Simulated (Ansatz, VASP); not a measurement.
One calculation of SiSe4, two programs

```
CELL_PARAMETERS angstrom
-3.15008 3.15008 3.15008
3.15008 -3.15008 3.15008
3.15008 3.15008 -3.15008
ATOMIC_POSITIONS crystal
Si 0.00000 0.00000 0.00000
Se 0.42588 0.42588 0.42588
Se 0.57412 0.00000 0.00000
Se 0.00000 0.00000 0.57412
Se 0.00000 0.57412 0.00000
```

Change from the starting cell: species swapped into the GeF4 type (I-43m, No. 217).

Alike in both runs: functional PBE; k mesh 4 × 4 × 4; occupations gaussian, width 0.1 eV; no spin polarisation.

Ansatz relaxed the structure, and its values are those at the end. VASP's run is a single point on that final structure, the one shown.

```csv
,VASP,Ansatz
version,VASP 6.6.1,Ansatz 0.2.0
potentials or method,"VASP PAW PBE potentials, release 64 (Si, Se), cutoff 520 eV","scalar-relativistic, plane waves, PAW"
valence electrons in the cell,28,68
```

|  | VASP | Ansatz | Ansatz less VASP |
| --- | --- | --- | --- |
| gap on the k mesh at the Fermi level (eV) | none | none | - |
| pressure (GPa) | 0.2 | 0.1 | -0.05 |
| rms of the force components (eV/Å) | 0.001 | 0.005 | +0.0043 |

A gap of «none» marks a metal or a gap that the smearing closes. VASP's potentials hold 28 valence electrons a cell and Ansatz's 68, so a difference there can come from the potentials and not from the codes.
